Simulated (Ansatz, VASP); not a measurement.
Two plane-wave programs on Cs2NbAuF6

INCAR

```
PREC = Accurate ; ENCUT = 520
EDIFF = 1E-7 ; ISMEAR = 0
SIGMA = 0.05 ; LREAL = False
LASPH = True ; NELM = 100
ALGO = Normal ; ISIF = 2
LWAVE = False ; LCHARG = True
GGA = PE ; LELF = True
LVHAR = True ; NBANDS = 53
```

File KPOINTS:

```
regular mesh
0
Gamma
  6 6 6
```

POSCAR

```
Cs2NbAuF6
1.0
    0.0000000000      5.2078369099      5.2078369099
    5.2078369099      0.0000000000      5.2078369099
    5.2078369099      5.2078369099      0.0000000000
Cs Nb Au F
2 1 1 6
Direct
    0.7500000000      0.7500000000      0.7500000000
    0.2500000000      0.2500000000      0.2500000000
    0.0000000000      0.0000000000      0.0000000000
    0.5000000000      0.5000000000      0.5000000000
    0.7944985238      0.2055014762      0.2055014762
    0.2055014762      0.2055014762      0.7944985238
    0.2055014762      0.7944985238      0.7944985238
    0.2055014762      0.7944985238      0.2055014762
    0.7944985238      0.2055014762      0.7944985238
    0.7944985238      0.7944985238      0.2055014762
```

Input for Ansatz:

```yaml
crystal:
  lattice:
    - [0.0, 5.2078369099, 5.2078369099]
    - [5.2078369099, 0.0, 5.2078369099]
    - [5.2078369099, 5.2078369099, 0.0]
  atoms:
    - { symbol: Cs, position: [0.75, 0.75, 0.75] }
    - { symbol: Cs, position: [0.25, 0.25, 0.25] }
    - { symbol: Nb, position: [0.0, 0.0, 0.0] }
    - { symbol: Au, position: [0.5, 0.5, 0.5] }
    - { symbol: F, position: [0.7944985238, 0.2055014762, 0.2055014762] }
    - { symbol: F, position: [0.2055014762, 0.2055014762, 0.7944985238] }
    - { symbol: F, position: [0.2055014762, 0.7944985238, 0.7944985238] }
    - { symbol: F, position: [0.2055014762, 0.7944985238, 0.2055014762] }
    - { symbol: F, position: [0.7944985238, 0.2055014762, 0.7944985238] }
    - { symbol: F, position: [0.7944985238, 0.7944985238, 0.2055014762] }
basis:
  ecutwfc: 420
kpoints:
  mp_grid: { grid: [6, 6, 6] }
hamiltonian:
  xc: pbe
scf:
  occupations: { method: gaussian, width: 0.05 }
output:
  forces: true
  stress: true
  eigenvalues: true
```

Alike in both runs: task single point; functional PBE; k mesh 6 × 6 × 6; occupations gaussian, width 0.05 eV; no spin polarisation.

```csv
,VASP,Ansatz
version,VASP 6.6.1,Ansatz 0.2.0
potentials or method,"VASP PAW PBE potentials, release 64 (Cs_sv, Nb_sv, Au, F), cutoff 520 eV","scalar-relativistic, plane waves, PAW"
valence electrons in the cell,84,92
```

```csv
,VASP,Ansatz,Ansatz less VASP
pressure (GPa),-6.9,-6.8,+0.08
rms of the force components (eV/Å),1.190,1.207,+0.0169
```

Atom by atom the forces differ by 0.017 eV/Å (rms over components). VASP's potentials hold 84 valence electrons a cell and Ansatz's 92, so a difference there can come from the potentials and not from the codes.

Neither program's run includes spin-orbit coupling.
